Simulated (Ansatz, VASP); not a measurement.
# AlCo: VASP beside Ansatz

INCAR

```
SYSTEM = AlCo
PREC = Accurate ; ENCUT = 600
EDIFF = 1E-6 ; ISMEAR = -1
SIGMA = 0.05 ; LREAL = .False.
LASPH = .True. ; NELM = 200
ALGO = Normal ; ISIF = 2
LWAVE = .False. ; LCHARG = .False.
ISPIN = 2 ; MAGMOM = 1 0
LORBIT = 11 ; NUPDOWN = 1.0
LMAXMIX = 4 ; GGA = PE
NBANDS = 21 ; GGA_COMPAT = .False.
```

Contents of KPOINTS:

```
Automatic mesh
0
Gamma
  8 8 8
  0 0 0
```

File POSCAR:

```
AlCo
1.0
    2.8194032100      0.0000000000      0.0000000000
    0.0000000000      2.8194032100      0.0000000000
    0.0000000000      0.0000000000      2.8194032100
Co Al
1 1
Direct
    0.5000000000      0.5000000000      0.5000000000
    0.0000000000      0.0000000000      0.0000000000
```

Contents of input.yaml:

```yaml
crystal:
  lattice:
    - [2.81940321, 0.0, 0.0]
    - [0.0, 2.81940321, 0.0]
    - [0.0, 0.0, 2.81940321]
  atoms:
    - { symbol: Co, position: [0.5, 0.5, 0.5], spin: 1.0 }
    - { symbol: Al, position: [0.0, 0.0, 0.0] }
hamiltonian:
  xc: pbe
  pseudopotentials: { kind: paw }
magnetization:
  spin_polarized: true
  initial_magnetization: 1.0
  spin_locking: { lock_magnetization: hard }
kpoints:
  mp_grid: { grid: [8, 8, 8] }
scf:
  occupations: { method: fermi_dirac, width: 0.05 }
  lower_state_search: "off"
output:
  forces: true
  stress: true
  eigenvalues: true
```

Alike in both runs: task single point; functional PBE; k mesh 8 × 8 × 8; occupations fermi-dirac, width 0.05 eV; collinear spin; fixed moment 1 μB.

|  | VASP | Ansatz |
| --- | --- | --- |
| version | VASP 6.6.1 | Ansatz 0.2.0 |
| potentials or method | VASP PAW PBE potentials, release 64 (Co_sv, Al) | Ansatz PAW |
| plane-wave cutoff (eV) | 600 | 420 |
| valence electrons in the cell | 20 | 20 |

Ansatz gave:

```
pressure (GPa)                                                : 13.5
net moment per atom (μB)                                      : 0.50
size of the moment on the site where the two differ most (μB) : 0.99
```

**Question.** What did VASP give for the same quantities?

**Answer.** Pressure (GPa): 11.9; net moment per atom (μB): 0.50; size of the moment on the site where the two differ most (μB): 0.97.

Site moments also hang on the region over which each program counts them.
